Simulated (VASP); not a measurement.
The system is CaO.

```
Ca O
1.0
     2.75195    0.00000    0.00000
     0.00000    2.90321    0.00000
     0.00000    0.00000    2.90321
Ca O
1 1
Direct
  0.00000 0.00000 0.00000
  0.50000 0.50000 0.50000
```

This cell differs from its parent crystal: uniaxial x strain -5.2%.

Program: VASP 6.6.1. Alike in all runs: task single point; potentials or basis VASP PAW PBE potentials, release 64 (Ca_sv, O); no spin polarisation; cell as given; cutoff (eV) 520.

Problem. Order these runs on this cell by their band gap on the k mesh, lowest first.
A. level PBE; k mesh 8 × 8 × 8; smearing fermi-dirac 0.02 eV
B. level r2SCAN; k mesh 8 × 8 × 8; smearing gaussian 0.01 eV
C. level HSE06; k mesh 6 × 6 × 6; smearing gaussian 0.01 eV; grid for exact exchange (PRECFOCK) Normal; screening parameter 0.2079 1/Å

Solution. A (2.37 eV), B (2.88 eV), C (4.09 eV).

A k mesh can miss the band edges.
